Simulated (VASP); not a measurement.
# F (C2/c) in VASP: notebook

F is run at these levels: r2SCAN+rVV10, r2SCAN; tasks: single point.

All numbers are computed with VASP 6.6.1; they aren't measurements. Logs are shortened: lines on timing, memory, paths and dates and some standing lists are left out, and cuts for length are marked.

### 1 The cell of the first run

It takes space group C2/c (No. 15, monoclinic). Conventional cell: a = 4.946 Å, b = 3.231 Å, c = 6.535 Å, α = 90.00°, β = 90.38°, γ = 90.00°. Within 1.9 Å of F (site symmetry 1) lie 1 F at 1.40 Å.

### 2 Single point, r2SCAN+rVV10

POSCAR reads:

```
F
1.0
    2.4704060226     -1.6156446729      0.1165140155
    2.4704060226      1.6156446729      0.1165140155
   -0.2647424438      0.0000000000      6.5292187134
F
4
Direct
    0.5941752474      0.9046440903      0.5964352601
    0.0953559097      0.4058247526      0.9035647399
    0.4058247526      0.0953559097      0.4035647399
    0.9046440903      0.5941752474      0.0964352601
```

INCAR.step1 reads:

```
  ALGO = Normal
  EDIFF = 1E-4
  ENCUT = 520
  GGA = PE
  ISMEAR = -1
  LASPH = T
  LCHARG = F
  LREAL = F
  LWAVE = T
  NBANDS = 22
  NELM = 80
  PREC = Accurate
  SIGMA = 0.02
```

INCAR.step2 reads:

```
  ALGO = Normal
  BPARAM = 11.95
  CPARAM = 0.0093
  EDIFF = 1E-6
  ENCUT = 520
  ISIF = 2
  ISMEAR = -1
  ISTART = 1
  IVDW_NL = 2
  LASPH = T
  LCHARG = F
  LMIXTAU = T
  LREAL = F
  LUSE_VDW = T
  LWAVE = F
  METAGGA = R2SCAN
  NBANDS = 22
  NELM = 80
  PREC = Accurate
  SIGMA = 0.02
```

KPOINTS reads:

```
k-points
0
Gamma
  8 8 4
```

Potentials or basis: VASP PAW PBE potentials, release 64 (F).

The run is started by

```sh
cat potpaw_PBE.64/F/POTCAR > POTCAR
cp INCAR.step1 INCAR
mpirun -np 1 vasp_std > vasp.out
cp INCAR.step2 INCAR
mpirun -np 1 vasp_std > vasp.out
```

OUTCAR:

```text
BPARAM = 11.95
   EDIFF = 1E-6
   ENCUT = 520
   ISIF = 2
   ISMEAR = -1
   ISTART = 1
   IVDW_NL = 2
   LASPH = T
   LREAL = F
   METAGGA = R2SCAN
   NELM = 80
   PREC = Accurate

 ion  position               nearest neighbor table
   1  0.594  0.905  0.596-   3 1.40
   2  0.095  0.406  0.904-   4 1.40
   3  0.406  0.095  0.404-   1 1.40
   4  0.905  0.594  0.096-   2 1.40

  LATTYP: Found a base centered monoclinic cell.
 ALAT       =     4.9463042496
 B/A-ratio  =     0.6532734710
 C/A-ratio  =     1.3211042993
 COS(beta)  =    -0.0066038012

  Lattice vectors:

 A1 = (  -2.4704060226,   1.6156446729,  -0.1165140155)
 A2 = (  -2.4704060226,  -1.6156446729,  -0.1165140155)
 A3 = (  -0.2647424438,   0.0000000000,   6.5292187134)

Analysis of symmetry for initial positions (statically):
=====================================================================
 Subroutine PRICEL returns:
 Original cell was already a primitive cell.

 Routine SETGRP: Setting up the symmetry group for a
 base centered monoclinic supercell.

 Subroutine GETGRP returns: Found  4 space group operations
 (whereof  2 operations were pure point group operations)
 out of a pool of  4 trial point group operations.

The static configuration has the point symmetry S_2 .
 The point group associated with its full space group is C_2h.

Analysis of symmetry for dynamics (positions and initial velocities):
=====================================================================
 Subroutine PRICEL returns:
 Original cell was already a primitive cell.

 Routine SETGRP: Setting up the symmetry group for a
 base centered monoclinic supercell.

 Subroutine GETGRP returns: Found  4 space group operations
 (whereof  2 operations were pure point group operations)
 out of a pool of  4 trial point group operations.

The dynamic configuration has the point symmetry S_2 .
 The point group associated with its full space group is C_2h.

 Subroutine INISYM returns: Found  4 space group operations
 (whereof  2 operations are pure point group operations),
 and found     1 'primitive' translations

----------------------------------------------------------------------------------------

                                     Primitive cell

  volume of cell :      52.2198

  direct lattice vectors                    reciprocal lattice vectors
     2.470406023 -1.615644673  0.116514015     0.202009562 -0.309473988  0.008190950
     2.470406023  1.615644673  0.116514015     0.202009562  0.309473988  0.008190950
    -0.264742444  0.000000000  6.529218713    -0.007209728  0.000000000  0.152865346

  length of vectors
     2.954113935  2.954113935  6.534583810     0.369660796  0.369660796  0.153035271

  position of ions in fractional coordinates (direct lattice)
     0.594175247  0.904644090  0.596435260
     0.095355910  0.405824753  0.903564740
     0.405824753  0.095355910  0.403564740
     0.904644090  0.594175247  0.096435260

  ion indices of the primitive-cell ions
   primitive index   ion index
                 1           1
                 2           2
                 3           3
                 4           4

----------------------------------------------------------------------------------------

 KPOINTS: k-points

Automatic generation of k-mesh.
 Grid dimensions read from file:
 generate k-points for:    8    8    4

 Generating k-lattice:

  Cartesian coordinates                     Fractional coordinates (reciprocal lattice)
     0.025251195 -0.038684248  0.001023869     0.125000000  0.000000000  0.000000000
     0.025251195  0.038684248  0.001023869     0.000000000  0.125000000  0.000000000
    -0.001802432  0.000000000  0.038216337    -0.000000000 -0.000000000  0.250000000

  Length of vectors
     0.046207600  0.046207600  0.038258818

  Shift w.r.t. Gamma in fractional coordinates (k-lattice)
     0.000000000  0.000000000  0.000000000

 Subroutine IBZKPT returns following result:
 ===========================================

 Found     78 irreducible k-points:

 Following reciprocal coordinates:
            Coordinates               Weight
  0.000000  0.000000  0.000000      1.000000
  0.125000  0.000000 -0.000000      4.000000
  0.250000  0.000000 -0.000000      4.000000
  0.375000  0.000000  0.000000      4.000000
  0.500000  0.000000 -0.000000      2.000000
  0.125000  0.125000  0.000000      2.000000
[... 16 lines left out ...]
  0.125000  0.000000  0.250000      4.000000
  0.250000  0.000000  0.250000      4.000000
 [... further k-points ...]
   k-points           NKPTS =     78   k-points in BZ     NKDIM =     78   number of bands    NBANDS=     22
   number of dos      NEDOS =    301   number of ions     NIONS =      4
   total plane-waves  NPLWV =  28800
   dimension x,y,z NGX =    24 NGY =   24 NGZ =   50
   dimension x,y,z NGXF=    48 NGYF=   48 NGZF=  100
   ions per type =               4
   NGX,Y,Z   is equivalent  to a cutoff of  13.51, 13.51, 12.72 a.u.
   NGXF,Y,Z  is equivalent  to a cutoff of  27.01, 27.01, 25.44 a.u.
 SYSTEM =  unknown system
   PREC   = accura    normal or accurate (medium, high low for compatibility)
   ISTART =      1    job   : 0-new  1-cont  2-samecut
   ICHARG =      0    charge: 1-file 2-atom 10-const
   ISPIN  =      1    spin polarized calculation?
   LNONCOLLINEAR =      F non collinear calculations
   LSORBIT =      F    spin-orbit coupling
   LASPH  =      T    aspherical Exc in radial PAW
   ENCUT  =  520.0 eV  38.22 Ry    6.18 a.u.   5.49  5.49 12.15*2*pi/ulx,y,z
   NELM   =     80;   NELMIN=  2; NELMDL=  0     # of ELM steps
   EDIFF  = 0.1E-05   stopping-criterion for ELM
   LREAL  =      F    real-space projection
   EDIFFG = 0.1E-04   stopping-criterion for IOM
   NSW    =      0    number of steps for IOM
   IBRION =     -1    ionic relax: 0-MD 1-quasi-New 2-CG
   NFREE  =      0    steps in history (QN), initial steepest desc. (CG)
   ISIF   =      2    stress and relaxation
   ISYM   =      2    0-nonsym 1-usesym 2-fastsym
   POTIM  = 0.5000    time-step for ionic-motion
   TEBEG  =    0.0;   TEEND  =   0.0 temperature during run
   PSTRESS=    0.0 pullay stress
   NELECT =      28.0000    total number of electrons
   NUPDOWN=      -1.0000    fix difference up-down
   EMIN   =  10.00;   EMAX   =-10.00  energy-range for DOS
   EFERMI =   0.00;   METHOD = LEGACY
   ISMEAR =    -1;   SIGMA  =   0.02  broadening in eV -4-tet -1-fermi 0-gaus
   EFERMI_NEDOS =   21; number of points for ismear=-14 and -15
   IALGO  =     38    algorithm
   IMIX   =      4    mixing-type and parameters
     AMIX     =   0.40;   BMIX     =  1.00
     AMIX_MAG =   1.60;   BMIX_MAG =  1.00
  volume/ion in A,a.u.               =      13.05        88.10
  Fermi-wavevector in a.u.,A,eV,Ry     =   1.329992  2.513321 24.067067  1.768880
  Thomas-Fermi vector in A             =   2.459113
   LORBIT       =      0    0 simple, 1 ext, 2 COOP (PROOUT), +10 PAW based schemes
   METAGGA = R2SCAN    functional components
   LHFCALC =     F    Hartree Fock is set to
   AEXX    =    0.0000 exact exchange contribution
   IVDW_NL    =     2    kernel type
   BPARAM     =11.9500
   IVDW    =     0    specifies the selected vdW correction
   LEPSILON=     F    determine dielectric tensor
   LRPA    =     F    only Hartree local field effects (RPA)
 non-spin polarized calculation
  energy-cutoff  :      520.00
  volume of cell :       52.22
 maximum number of plane-waves:      1423
 NGX is ok and might be reduce to    24
   NGX = 11   NGY = 11   NGZ = 25

 number of electron      28.0000018 magnetization

 Free energy of the ion-electron system (eV)
  ---------------------------------------------------
  ext. energy  EPLUGINS =         0.00000000
  ---------------------------------------------------
  free energy    TOTEN  =       -11.43838871 eV

  energy without entropy =      -11.43838871  energy(sigma->0) =      -11.43838871

 E-fermi :  -4.3631     XC(G=0):  -9.0347

 val. band max:       -4.8241976492   @ k =   0.0000   0.0000   0.0000
 cond. band min:      -1.1194316668   @ k =   0.0000   0.0000   0.0000
 fundamental gap:      3.7047659824
 Fermi energy:        -4.3631095078

 k-point     1 :       0.0000    0.0000    0.0000
  band No.  band energies     occupation
      1     -31.2522      2.00000
      2     -31.0599      2.00000
      3     -24.6564      2.00000
      4     -24.1234      2.00000
      5     -11.5408      2.00000
      6     -10.4661      2.00000
[... 14 lines left out ...]
     21      17.8882      0.00000
     22      19.0787      0.00000

 k-point     2 :       0.1250    0.0000   -0.0000
  band No.  band energies     occupation
      1     -31.2200      2.00000
      2     -31.0419      2.00000
      3     -24.6295      2.00000
      4     -24.1375      2.00000
      5     -11.5168      2.00000
      6     -10.5071      2.00000
[... 14 lines left out ...]
     21      17.2205      0.00000
     22      18.0344      0.00000

 k-point     3 :       0.2500    0.0000   -0.0000
  band No.  band energies     occupation
      1     -31.1393      2.00000
      2     -31.0019      2.00000
      3     -24.5564      2.00000
      4     -24.1816      2.00000
      5     -11.4429      2.00000
      6     -10.6332      2.00000
[... 14 lines left out ...]
     21      16.1341      0.00000
     22      16.9348      0.00000
[... 476 lines left out ...]
 k-point    23 :       0.1250    0.0000    0.2500
  band No.  band energies     occupation
      1     -31.1952      2.00000
      2     -31.0690      2.00000
      3     -24.5586      2.00000
      4     -24.2101      2.00000
      5     -11.3831      2.00000
      6     -10.6722      2.00000
[... 14 lines left out ...]
     21      17.3550      0.00000
     22      18.4755      0.00000

 k-point    24 :       0.2500    0.0000    0.2500
  band No.  band energies     occupation
      1     -31.1202      2.00000
      2     -31.0223      2.00000
      3     -24.5028      2.00000
      4     -24.2362      2.00000
      5     -11.3275      2.00000
      6     -10.7478      2.00000
[... 14 lines left out ...]
     21      15.1823      0.00000
     22      16.3060      0.00000

 [... further k-points ...]

------------------------ aborting loop because EDIFF is reached ----------------------------------------

  FORCE on cell =-STRESS in cart. coord.  units (eV):
  Direction    XX          YY          ZZ          XY          YZ          ZX
  --------------------------------------------------------------------------------------
  -------------------------------------------------------------------------------------
  Total       -0.2537863      0.0470695      1.0353606      0.0000000      0.0000000     -0.0606433
  in kB       -7.7865244      1.4441584     31.7663322      0.0000000      0.0000000     -1.8606234
  external PRESSURE =       8.4746554 kB  Pullay stress =       0.0000000 kB

 VOLUME and BASIS-vectors are now :
 -----------------------------------------------------------------------------
  energy-cutoff  :      520.00
  volume of cell :       52.22
      direct lattice vectors                 reciprocal lattice vectors
     2.470406023 -1.615644673  0.116514015     0.202009562 -0.309473988  0.008190950
     2.470406023  1.615644673  0.116514015     0.202009562  0.309473988  0.008190950
    -0.264742444  0.000000000  6.529218713    -0.007209728  0.000000000  0.152865346

 POSITION                                       TOTAL-FORCE (eV/Angst)
 -----------------------------------------------------------------------------------
      3.54479      0.50161      4.06889        -0.023319     -0.252378      0.524257
      0.99891      0.50161      5.95797         0.023319     -0.252378     -0.524257
      1.13128     -0.50161      2.69336         0.023319      0.252378     -0.524257
      3.67716     -0.50161      0.80428        -0.023319      0.252378      0.524257
 -----------------------------------------------------------------------------------
    total drift:                               -0.000000     -0.000000      0.000000

  FREE ENERGIE OF THE ION-ELECTRON SYSTEM (eV)
  ---------------------------------------------------
  free  energy   TOTEN  =       -11.4383887122 eV

  energy  without entropy=      -11.4383887122  energy(sigma->0) =      -11.43838871
```

Run time: 5.4 min. Hardware: 1 thread of Intel Xeon Platinum 8259CL at 2.50GHz (Skylake/Cascade Lake), shared host; peak memory 0.32 GiB.

What came out:

* Free energy: -11.4384 eV
* Pressure: 0.8 GPa
* Largest force: 0.582 eV/Å
* Band gap on the k mesh: 3.70 eV

Forces in eV/Å, atoms in the order of the input:
```
F   -0.023 -0.252  0.524
F    0.023 -0.252 -0.524
F    0.023  0.252 -0.524
F   -0.023  0.252  0.524
```

Levels at points of the mesh, in eV from the valence-band top:
```tsv
k point	band 11	band 12	band 13	band 14	band 15	band 16	band 17	band 18
(0.00, 0.00, 0.00)	-0.49	-0.19	-0.03	0.00	3.70	4.86	10.88	13.44
(0.50, 0.00, 0.00)	-0.57	-0.56	-0.11	-0.11	4.41	4.41	15.84	15.85
(0.50, 0.50, 0.00)	-0.97	-0.67	-0.25	-0.24	4.06	4.74	16.22	16.71
(0.00, 0.00, 0.50)	-0.38	-0.38	-0.02	-0.02	4.26	4.26	11.86	11.86
(0.50, 0.00, 0.50)	-0.49	-0.49	-0.06	-0.06	4.36	4.37	16.14	16.16
(0.50, 0.50, 0.50)	-0.59	-0.59	-0.48	-0.48	4.39	4.39	16.67	16.67
```

Caveat: the PAW data sets were made with another functional, which shifts forces and pressure a little.

### 3 Single point, r2SCAN

POSCAR is that of step 2.

INCAR.step1 reads:

```
PREC = Accurate
ENCUT = 520
ISMEAR = 0
SIGMA = 0.01
LREAL = F
LASPH = T
NELM = 100
NBANDS = 22
GGA = PE
ALGO = Normal
EDIFF = 1E-4
LWAVE = T
LCHARG = F
```

INCAR.step2 reads:

```
PREC = Accurate
ENCUT = 520
EDIFF = 1E-6
ISMEAR = 0
SIGMA = 0.01
LREAL = F
LASPH = T
NELM = 100
ALGO = Normal
ISIF = 2
LWAVE = F
LCHARG = F
METAGGA = R2SCAN
LMIXTAU = T
NBANDS = 22
ISTART = 1
```

KPOINTS reads:

```
regular mesh
0
Gamma
  10 10 4
```

Potentials or basis: VASP PAW PBE potentials, release 64 (F).

The run is started by

```sh
cat potpaw_PBE.64/F/POTCAR > POTCAR
cp INCAR.step1 INCAR
mpirun -np 1 vasp_std > vasp.out
cp INCAR.step2 INCAR
mpirun -np 1 vasp_std > vasp.out
```

It took 5.7 min on 1 thread of Intel Xeon Platinum 8259CL at 2.50GHz (Skylake/Cascade Lake), shared host; peak memory 0.23 GiB.

Results (log left out):

| Property | Result |
| --- | --- |
| Free energy | -12.4567 eV |
| Pressure | 1.6 GPa |
| Largest force | 0.547 eV/Å |
| Band gap on the k mesh | 3.72 eV |

Forces on the atoms (eV/Å):
```
F   -0.022 -0.236  0.493
F    0.022 -0.236 -0.493
F    0.022  0.236 -0.493
F   -0.022  0.236  0.493
```

Stress tensor (GPa, compression positive):
```
 0.07  0.00 -0.17
 0.00  0.94  0.00
-0.17  0.00  3.76
```

Levels at points of the mesh, in eV from the valence-band top:
| k point | band 10 | band 11 | band 12 | band 13 | band 14 | band 15 | band 16 | band 17 | band 18 | band 19 |
| --- | --- | --- | --- | --- | --- | --- | --- | --- | --- | --- |
| (0.00, 0.00, 0.00) | -3.18 | -0.49 | -0.19 | -0.03 | 0.00 | 3.72 | 4.86 | 10.98 | 13.54 | 14.90 |
| (0.50, 0.00, 0.00) | -3.46 | -0.56 | -0.56 | -0.11 | -0.10 | 4.41 | 4.41 | 15.94 | 15.95 | 17.96 |
| (0.50, 0.50, 0.00) | -3.61 | -0.97 | -0.66 | -0.25 | -0.23 | 4.06 | 4.74 | 16.33 | 16.82 | 17.51 |
| (0.00, 0.00, 0.50) | -3.20 | -0.37 | -0.37 | -0.02 | -0.02 | 4.27 | 4.27 | 11.96 | 11.96 | 17.42 |
| (0.50, 0.00, 0.50) | -3.47 | -0.49 | -0.48 | -0.06 | -0.06 | 4.37 | 4.37 | 16.24 | 16.27 | 16.75 |
| (0.50, 0.50, 0.50) | -3.67 | -0.58 | -0.58 | -0.47 | -0.47 | 4.40 | 4.40 | 16.78 | 16.78 | 17.30 |

Caveat: the PAW data sets were made with another functional, which shifts forces and pressure a little. A k mesh can miss the band edges.
